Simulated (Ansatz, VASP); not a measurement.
**Two plane-wave programs on C**

```
C
1.0
     0.00000    1.71206    1.64073
     1.71206    0.00000    1.64073
     1.71206    1.71206    0.00000
C
2
Cartesian
  1.7121 1.7121 1.6407
  2.5681 2.5681 2.4611
```

Change from the starting cell: strain -0.040 along x and y, -0.080 along z, atoms carried along.

Alike in both runs: task single point; functional r2SCAN; k mesh 12 × 12 × 12; occupations gaussian, width 0.05 eV; no spin polarisation.

|  | VASP | Ansatz |
| --- | --- | --- |
| version | VASP 6.6.1 | Ansatz 0.2.0 |
| potentials or method | VASP PAW PBE potentials, release 64 (C), cutoff 520 eV | scalar-relativistic, plane waves, PAW |
| valence electrons in the cell | 8 | 8 |

|  | VASP | Ansatz | Ansatz less VASP |
| --- | --- | --- | --- |
| gap on the k mesh at the Fermi level (eV) | 3.51 | 3.55 | +0.040 |
| least direct gap on the mesh (eV) | 5.43 | 5.49 | +0.061 |
| pressure (GPa) | 97.8 | 95.9 | -1.92 |
| traceless stress, the component that is largest in VASP (GPa) | 31.66 | 31.73 | +0.075 |

VASP's potentials were made for PBE, not for r2SCAN. Both programs put the cell under a high pressure, so it lies far from rest at this level. The functional is the same, so the differences come from potentials, cutoffs and numerics.

Noted on VASP's run: the cell as given lies far from equilibrium.
